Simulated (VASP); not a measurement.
# Mn3AlN (Cmmm) in VASP: single point with PBE

Aim: the single point of Mn3AlN with PBE.

Program: VASP 6.6.1. These are calculated values, not measurements. Logs are shortened: lines on timing, memory, paths and dates and some standing lists are left out, and cuts for length are marked.

### Step 1. The cell of the first run

It takes space group Cmmm (No. 65, orthorhombic). The conventional cell has a = 5.226 Å, b = 10.337 Å, c = 3.514 Å, α = 90.00°, β = 90.00°, γ = 90.00°. Within 3.3 Å of Mn (site symmetry m2m) lie 3 Mn at 2.47 to 2.62 Å and 1 Al at 2.70 Å and 2 N at 3.22 Å. Mn (site symmetry mmm) has 2 Mn at 2.47 Å and 2 Al at 2.61 Å and 4 N at 3.15 Å within 3.3 Å. Within 2.3 Å of Al (site symmetry mmm) lie 2 N at 1.76 Å. N (site symmetry mmm) has 2 Al at 1.76 Å within 2.3 Å.

The cell was generated, and may not be a known phase.

### Step 2. Single point, PBE, collinear spin, ferrimagnetic start

INCAR

```
SYSTEM = Mn3AlN
ALGO = Normal
EDIFF = 1E-6
ENCUT = 520
GGA = PE
ISIF = 2
ISMEAR = 0
ISPIN = 2
KPAR = 4
LASPH = .TRUE.
LCHARG = .FALSE.
LMAXMIX = 4
LORBIT = 11
LREAL = .FALSE.
LWAVE = .FALSE.
MAGMOM = 4.05 4.05 -3.92 0 0
NBANDS = 36
NELM = 150
PREC = Accurate
SIGMA = 0.1
```

KPOINTS

```
k-points
0
G
  8 8 10
  0 0 0
```

POSCAR

```
Mn3AlN
1.0
    2.6128991828     -5.1682609246      0.0000000000
    2.6128991828      5.1682609246      0.0000000000
    0.0000000000      0.0000000000      3.5144846863
Mn Al N
3 1 1
Direct
    0.7392431789      0.2607568211      0.0000000000
    0.2607568211      0.7392431789      0.0000000000
    0.5000000000      0.5000000000      0.0000000000
    0.0000000000      0.0000000000      0.0000000000
    0.0000000000      0.0000000000      0.5000000000
```

Potentials or basis: VASP PAW PBE potentials, release 64 (Mn_pv, Al, N).

On the command line:

```sh
cat potpaw_PBE.64/Mn_pv/POTCAR potpaw_PBE.64/Al/POTCAR potpaw_PBE.64/N/POTCAR > POTCAR
mpirun -np 4 vasp_std > vasp.out
```

OUTCAR:

```text
SYSTEM = Mn3AlN
   EDIFF = 1E-6
   ENCUT = 520
   GGA = PE
   ISIF = 2
   ISMEAR = 0
   ISPIN = 2
   LASPH = .TRUE.
   LORBIT = 11
   LREAL = .FALSE.
   NELM = 150
   PREC = Accurate

 ion  position               nearest neighbor table
   1  0.739  0.261  0.000-   3 2.47   2 2.62   2 2.62   4 2.70
   2  0.261  0.739  0.000-   3 2.47   1 2.62   1 2.62   4 2.70
   3  0.500  0.500  0.000-   1 2.47   2 2.47   4 2.61   4 2.61
   4  0.000  0.000  0.000-   5 1.76   5 1.76   3 2.61   3 2.61   1 2.70   2 2.70
   5  0.000  0.000  0.500-   4 1.76   4 1.76

  LATTYP: Found a base centered orthorhombic cell.
 ALAT       =     5.2257983656
 B/A-ratio  =     1.9779794638
 C/A-ratio  =     0.6725258880

  Lattice vectors:

 A1 = (   2.6128991828,  -5.1682609246,   0.0000000000)
 A2 = (   2.6128991828,   5.1682609246,   0.0000000000)
 A3 = (   0.0000000000,   0.0000000000,   3.5144846863)

Analysis of symmetry for initial positions (statically):
=====================================================================
 Subroutine PRICEL returns:
 Original cell was already a primitive cell.

 Routine SETGRP: Setting up the symmetry group for a
 base centered orthorhombic supercell.

 Subroutine GETGRP returns: Found  8 space group operations
 (whereof  8 operations were pure point group operations)
 out of a pool of  8 trial point group operations.

The static configuration has the point symmetry D_2h.

Analysis of symmetry for dynamics (positions and initial velocities):
=====================================================================
 Subroutine PRICEL returns:
 Original cell was already a primitive cell.

 Routine SETGRP: Setting up the symmetry group for a
 base centered orthorhombic supercell.

 Subroutine GETGRP returns: Found  8 space group operations
 (whereof  8 operations were pure point group operations)
 out of a pool of  8 trial point group operations.

The dynamic configuration has the point symmetry D_2h.

Analysis of structural, dynamic, and magnetic symmetry:
=====================================================================
 Subroutine PRICEL returns:
 Original cell was already a primitive cell.

 Routine SETGRP: Setting up the symmetry group for a
 base centered orthorhombic supercell.

 Subroutine GETGRP returns: Found  8 space group operations
 (whereof  8 operations were pure point group operations)
 out of a pool of  8 trial point group operations.

The overall configuration has the point symmetry D_2h.

 Subroutine INISYM returns: Found  8 space group operations
 (whereof  8 operations are pure point group operations),
 and found     1 'primitive' translations

----------------------------------------------------------------------------------------

                                     Primitive cell

  volume of cell :      94.9202

  direct lattice vectors                    reciprocal lattice vectors
     2.612899183 -5.168260925  0.000000000     0.191358321 -0.096744342  0.000000000
     2.612899183  5.168260925  0.000000000     0.191358321  0.096744342  0.000000000
     0.000000000  0.000000000  3.514484686     0.000000000  0.000000000  0.284536736

  length of vectors
     5.791214305  5.791214305  3.514484686     0.214423587  0.214423587  0.284536736

  position of ions in fractional coordinates (direct lattice)
     0.739243179  0.260756821  0.000000000
     0.260756821  0.739243179  0.000000000
     0.500000000  0.500000000  0.000000000
     0.000000000  0.000000000  0.000000000
     0.000000000  0.000000000  0.500000000

  ion indices of the primitive-cell ions
   primitive index   ion index
                 1           1
                 2           2
                 3           3
                 4           4
                 5           5

----------------------------------------------------------------------------------------

 KPOINTS: k-points

Automatic generation of k-mesh.
 Grid dimensions read from file:
 generate k-points for:    8    8   10

 Generating k-lattice:

  Cartesian coordinates                     Fractional coordinates (reciprocal lattice)
     0.023919790 -0.012093043  0.000000000     0.125000000 -0.000000000  0.000000000
     0.023919790  0.012093043  0.000000000    -0.000000000  0.125000000  0.000000000
     0.000000000  0.000000000  0.028453674     0.000000000  0.000000000  0.100000000

  Length of vectors
     0.026802948  0.026802948  0.028453674

  Shift w.r.t. Gamma in fractional coordinates (k-lattice)
     0.000000000  0.000000000  0.000000000

 Subroutine IBZKPT returns following result:
 ===========================================

 Found    126 irreducible k-points:

 Following reciprocal coordinates:
            Coordinates               Weight
  0.000000  0.000000  0.000000      1.000000
  0.125000  0.000000  0.000000      4.000000
  0.250000  0.000000  0.000000      4.000000
  0.375000  0.000000  0.000000      4.000000
  0.500000  0.000000  0.000000      2.000000
  0.125000  0.125000  0.000000      2.000000
[... 16 lines left out ...]
  0.125000  0.000000  0.100000      8.000000
  0.250000  0.000000  0.100000      8.000000
 [... further k-points ...]
   k-points           NKPTS =    126   k-points in BZ     NKDIM =    126   number of bands    NBANDS=     36
   number of dos      NEDOS =    301   number of ions     NIONS =      5
   total plane-waves  NPLWV =  64512
   dimension x,y,z NGX =    48 NGY =   48 NGZ =   28
   dimension x,y,z NGXF=    96 NGYF=   96 NGZF=   56
   ions per type =               3   1   1
   NGX,Y,Z   is equivalent  to a cutoff of  13.78, 13.78, 13.24 a.u.
   NGXF,Y,Z  is equivalent  to a cutoff of  27.56, 27.56, 26.49 a.u.
 SYSTEM =  Mn3AlN
   PREC   = accura    normal or accurate (medium, high low for compatibility)
   ISTART =      0    job   : 0-new  1-cont  2-samecut
   ICHARG =      2    charge: 1-file 2-atom 10-const
   ISPIN  =      2    spin polarized calculation?
   LNONCOLLINEAR =      F non collinear calculations
   LSORBIT =      F    spin-orbit coupling
   LASPH  =      T    aspherical Exc in radial PAW
   ENCUT  =  520.0 eV  38.22 Ry    6.18 a.u.  10.77 10.77  6.53*2*pi/ulx,y,z
   NELM   =    150;   NELMIN=  2; NELMDL= -5     # of ELM steps
   EDIFF  = 0.1E-05   stopping-criterion for ELM
   LREAL  =      F    real-space projection
   EDIFFG = 0.1E-04   stopping-criterion for IOM
   NSW    =      0    number of steps for IOM
   IBRION =     -1    ionic relax: 0-MD 1-quasi-New 2-CG
   NFREE  =      0    steps in history (QN), initial steepest desc. (CG)
   ISIF   =      2    stress and relaxation
   ISYM   =      2    0-nonsym 1-usesym 2-fastsym
   POTIM  = 0.5000    time-step for ionic-motion
   TEBEG  =    0.0;   TEEND  =   0.0 temperature during run
   PSTRESS=    0.0 pullay stress
   NELECT =      47.0000    total number of electrons
   NUPDOWN=      -1.0000    fix difference up-down
   EMIN   =  10.00;   EMAX   =-10.00  energy-range for DOS
   EFERMI =   0.00;   METHOD = LEGACY
   ISMEAR =     0;   SIGMA  =   0.10  broadening in eV -4-tet -1-fermi 0-gaus
   EFERMI_NEDOS =   21; number of points for ismear=-14 and -15
   IALGO  =     38    algorithm
   IMIX   =      4    mixing-type and parameters
     AMIX     =   0.40;   BMIX     =  1.00
     AMIX_MAG =   1.60;   BMIX_MAG =  1.00
  volume/ion in A,a.u.               =      18.98       128.11
  Fermi-wavevector in a.u.,A,eV,Ry     =   1.295153  2.447485 22.822716  1.677422
  Thomas-Fermi vector in A             =   2.426691
   LORBIT       =     11    0 simple, 1 ext, 2 COOP (PROOUT), +10 PAW based schemes
   GGA     = PE    functional components
   LHFCALC =     F    Hartree Fock is set to
   AEXX    =    0.0000 exact exchange contribution
   IVDW    =     0    specifies the selected vdW correction
   LEPSILON=     F    determine dielectric tensor
   LRPA    =     F    only Hartree local field effects (RPA)
 spin polarized calculation
 Gauss-broadening in eV      SIGMA  =   0.10
  energy-cutoff  :      520.00
  volume of cell :       94.92
 maximum number of plane-waves:      2579
 NGX is ok and might be reduce to    48
   NGX = 21   NGY = 21   NGZ = 13

 number of electron      47.0000003 magnetization       4.3373176

 Free energy of the ion-electron system (eV)
  ---------------------------------------------------
  ext. energy  EPLUGINS =         0.00000000
  ---------------------------------------------------
  free energy    TOTEN  =       -32.93527487 eV

  energy without entropy =      -32.90887542  energy(sigma->0) =      -32.92207515

 E-fermi :   4.2598     XC(G=0):  -9.7784

 val. band max:        4.2586226110   @ k =   0.2500   0.1250   0.4000
 cond. band min:       4.2615364196   @ k =   0.3750   0.0000   0.1000
 fundamental gap:      0.0029138086
 Fermi energy:         4.2597518495

 spin component 1

 k-point     1 :       0.0000    0.0000    0.0000
  band No.  band energies     occupation
      1     -46.0203      1.00000
      2     -45.9998      1.00000
      3     -45.7226      1.00000
      4     -45.6976      1.00000
      5     -45.6398      1.00000
      6     -45.4254      1.00000
[... 27 lines left out ...]
     34       8.6869      0.00000
     35       8.7242      0.00000

 k-point     2 :       0.1250    0.0000    0.0000
  band No.  band energies     occupation
      1     -46.0196      1.00000
      2     -46.0006      1.00000
      3     -45.7218      1.00000
      4     -45.6986      1.00000
      5     -45.6315      1.00000
      6     -45.4336      1.00000
[... 27 lines left out ...]
     34       8.5398      0.00000
     35       9.6045      0.00000
[... 796 lines left out ...]
     34       8.5269      0.00000
     35       9.2674      0.00000

 k-point    24 :       0.2500    0.0000    0.1000
  band No.  band energies     occupation
      1     -46.0180      1.00000
      2     -46.0035      1.00000
      3     -45.7195      1.00000
      4     -45.7013      1.00000
      5     -45.6082      1.00000
      6     -45.4568      1.00000
[... 27 lines left out ...]
     34       9.5787      0.00000
     35       9.9908      0.00000

 [... further k-points ...]

 spin component 2

 k-point     1 :       0.0000    0.0000    0.0000
  band No.  band energies     occupation
      1     -46.1547      1.00000
      2     -45.8863      1.00000
      3     -45.5620      1.00000
      4     -41.9114      1.00000
      5     -41.8948      1.00000
      6     -41.8627      1.00000
[... 27 lines left out ...]
     34       8.9099      0.00000
     35       9.6819      0.00000

 k-point     2 :       0.1250    0.0000    0.0000
  band No.  band energies     occupation
      1     -46.1547      1.00000
      2     -45.8863      1.00000
      3     -45.5620      1.00000
      4     -41.9112      1.00000
      5     -41.8955      1.00000
      6     -41.8531      1.00000
[... 27 lines left out ...]
     34       9.5664      0.00000
     35      10.1166      0.00000
[... 796 lines left out ...]
     34       9.3763      0.00000
     35      10.0344      0.00000

 k-point    24 :       0.2500    0.0000    0.1000
  band No.  band energies     occupation
      1     -46.1553      1.00000
      2     -45.8862      1.00000
      3     -45.5620      1.00000
      4     -41.9101      1.00000
      5     -41.8971      1.00000
      6     -41.8261      1.00000
[... 27 lines left out ...]
     34       9.8564      0.00000
     35      11.0043      0.00000

 [... further k-points ...]

 [bands above 35 left out]

------------------------ aborting loop because EDIFF is reached ----------------------------------------

  FORCE on cell =-STRESS in cart. coord.  units (eV):
  Direction    XX          YY          ZZ          XY          YZ          ZX
  --------------------------------------------------------------------------------------
  -------------------------------------------------------------------------------------
  Total       -0.0375807      0.0488676      0.0031334     -0.0000000      0.0000000      0.0000000
  in kB       -0.6343316      0.8248456      0.0528901     -0.0000000      0.0000000      0.0000000
  external PRESSURE =       0.0811347 kB  Pullay stress =       0.0000000 kB

 VOLUME and BASIS-vectors are now :
 -----------------------------------------------------------------------------
  energy-cutoff  :      520.00
  volume of cell :       94.92
      direct lattice vectors                 reciprocal lattice vectors
     2.612899183 -5.168260925  0.000000000     0.191358321 -0.096744342  0.000000000
     2.612899183  5.168260925  0.000000000     0.191358321  0.096744342  0.000000000
     0.000000000  0.000000000  3.514484686     0.000000000  0.000000000  0.284536736

 POSITION                                       TOTAL-FORCE (eV/Angst)
 -----------------------------------------------------------------------------------
      2.61290     -2.47294      0.00000         0.000000     -0.011839     -0.000000
      2.61290      2.47294      0.00000         0.000000      0.011839     -0.000000
      2.61290      0.00000      0.00000        -0.000000      0.000000      0.000000
      0.00000      0.00000      0.00000         0.000000      0.000000      0.000000
      0.00000      0.00000      1.75724         0.000000      0.000000      0.000000
 -----------------------------------------------------------------------------------
    total drift:                                0.000000      0.000000     -0.000000

  FREE ENERGIE OF THE ION-ELECTRON SYSTEM (eV)
  ---------------------------------------------------
  free  energy   TOTEN  =       -32.9352748742 eV

  energy  without entropy=      -32.9088754195  energy(sigma->0) =      -32.92207515

 total charge

# of ion       s       p       d       tot
------------------------------------------
    1        0.368   6.123   4.963  11.454
    2        0.368   6.123   4.963  11.454
    3        0.349   6.145   4.982  11.475
    4        0.403   0.459   0.000   0.861
    5        1.308   2.365   0.000   3.672
--------------------------------------------------
tot          2.796  21.214  14.907  38.917

 magnetization (x)

# of ion       s       p       d       tot
------------------------------------------
    1        0.053   0.037   3.691   3.780
    2        0.053   0.037   3.691   3.780
    3       -0.069  -0.035  -3.555  -3.658
    4        0.003  -0.002   0.000   0.001
    5       -0.001   0.078   0.000   0.077
--------------------------------------------------
tot          0.039   0.115   3.827   3.980
```

It took 6.7 min on 4 MPI ranks of Intel Xeon Platinum 8259CL at 2.50GHz (Skylake/Cascade Lake), shared host; peak memory 0.73 GiB.

Results:

```
Free energy                                           : -32.9353 eV
Pressure                                              : 0.0 GPa
Largest force                                         : 0.012 eV/Å
Net moment                                            : 4.34 μB per cell
Site moments                                          : Mn +3.78, -3.66 (each value once); Al +0.00; N +0.08 μB
Valence electrons inside the program's atomic spheres : Mn 11.45, 11.47 (each value once); Al 0.86; N 3.67
```

Forces on the atoms (eV/Å):
```
Mn   0.000 -0.012  0.000
Mn   0.000  0.012  0.000
Mn   0.000  0.000  0.000
Al   0.000  0.000  0.000
N    0.000  0.000  0.000
```

Stress tensor (GPa, compression positive):
```
-0.06  0.00  0.00
 0.00  0.08  0.00
 0.00  0.00  0.01
```

Levels at points of the mesh, in eV from the Fermi level:
Spin up:
```tsv
k point	band 24	band 25	band 26	band 27	band 28	band 29
(0.00, 0.00, 0.00)	-1.64	-0.78	-0.62	0.26	1.17	1.27
(0.50, 0.00, 0.00)	-2.30	-1.41	0.24	0.36	0.94	1.13
(0.50, 0.50, 0.00)	-1.64	-0.82	0.09	0.48	0.95	1.05
(0.00, 0.00, 0.50)	-1.19	-0.70	0.10	0.22	0.44	0.63
(0.50, 0.00, 0.50)	-1.46	-0.48	-0.28	0.21	0.23	0.93
(0.50, 0.50, 0.50)	-1.30	-0.22	0.26	0.31	0.49	1.03
```
Spin down:
```csv
k point,band 17,band 18,band 19,band 20,band 21,band 22,band 23,band 24,band 25,band 26
"(0.00, 0.00, 0.00)",-2.78,-2.72,-2.52,-1.34,0.03,0.11,0.15,0.57,0.81,1.26
"(0.50, 0.00, 0.00)",-2.70,-2.29,-2.15,-1.09,-0.36,0.24,0.40,0.53,0.63,1.15
"(0.50, 0.50, 0.00)",-2.98,-2.70,-2.53,-1.34,0.06,0.23,0.25,0.33,0.58,0.95
"(0.00, 0.00, 0.50)",-2.05,-1.60,-1.08,-0.96,-0.47,-0.35,-0.26,-0.19,1.01,1.04
"(0.50, 0.00, 0.50)",-2.73,-2.39,-1.39,-0.52,0.14,0.19,0.21,0.41,0.42,0.59
"(0.50, 0.50, 0.50)",-2.28,-2.13,-1.15,-0.52,-0.38,-0.22,-0.12,0.24,0.46,1.12
```
